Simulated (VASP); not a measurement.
Wanted: the native input for a VASP 6.6.1 run.

* Task: dielectric tensor
* Functional: PBE
* Potentials or basis: VASP PAW PBE potentials, release 64 (Br)
* Cutoff: 520 eV
* k mesh: 7 × 7 × 3
* Occupations: gaussian, width 0.01 eV
* Spin: no spin polarisation
* Dipole correction: no
* Further INCAR settings: ALGO = Normal; EDIFF = 1e-08

The structure of Br lies in POSCAR:

```
Br
1.0
    3.3632500000     -2.3225500000      0.0000000000
    3.3632500000      2.3225500000      0.0000000000
    0.0000000000      0.0000000000      8.7023000000
Br
4
Direct
    0.3651000000      0.6349000000      0.3901000000
    0.1349000000      0.8651000000      0.8901000000
    0.6349000000      0.3651000000      0.6099000000
    0.8651000000      0.1349000000      0.1099000000
```

These files were run (other wordings do the same):

INCAR

```
  PREC = Accurate
  ENCUT = 520
  EDIFF = 1E-8
  ISMEAR = 0
  SIGMA = 0.01
  LREAL = F
  LASPH = T
  NELM = 60
  ALGO = Normal
  ISIF = 2
  LWAVE = F
  LCHARG = F
  GGA = PE
  LEPSILON = T
```

KPOINTS

```
regular mesh
0
Gamma
  7 7 3
```

Potentials or basis: VASP PAW PBE potentials, release 64 (Br).

Run with:

```bash
$ cat potpaw_PBE.64/Br/POTCAR > POTCAR
$ mpirun -np 1 vasp_std > vasp.out
```

It gave:

```json
{"Band gap on the k mesh": "1.90 eV (least direct gap 1.92 eV)", "Electronic dielectric tensor (diagonal)": "2.67, 4.55, 7.31", "Born charges (mean of the diagonal)": "Br +0.00 e"}
```

Wall time 23 min on 1 thread of Intel Xeon 8259CL (shared host), peak memory 0.4 GiB.
